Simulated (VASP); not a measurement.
ReP, 2 atoms in the cell. It takes space group F-43m (No. 216, cubic). Conventional cell: a = 5.224 Å, b = 5.224 Å, c = 5.224 Å, α = 90.00°, β = 90.00°, γ = 90.00°. Re (site symmetry -43m) has 4 P at 2.26 Å within 3.0 Å. Within 3.0 Å of P (site symmetry -43m) lie 4 Re at 2.26 Å. 

- Program: VASP 6.6.1
- Task: single point
- Functional: PBEsol
- Potentials or basis: VASP PAW PBE potentials, release 64 (Re, P)
- Cutoff: 520 eV
- k mesh: 12 × 12 × 12
- Occupations: gaussian, width 0.05 eV
- Spin: no spin polarisation
- Dipole correction: no
- Further INCAR settings: ALGO = Normal; EDIFF = 1e-06; NBANDS = 13

Potentials or basis: VASP PAW PBE potentials, release 64 (Re, P).

The run is started by

```bash
$ cat potpaw_PBE.64/Re/POTCAR potpaw_PBE.64/P/POTCAR > POTCAR
$ mpirun -np 1 vasp_std > vasp.out
```

Hardware: 1 thread of Intel(R) Xeon(R) Platinum 8488C (Sapphire Rapids) (shared host).

How long does it take, and how much memory?

Wall time 20 s on 1 thread of Intel(R) Xeon(R) Platinum 8488C (Sapphire Rapids) (shared host), peak memory 0.18 GiB. Counts: scf iterations 12, k points 72.
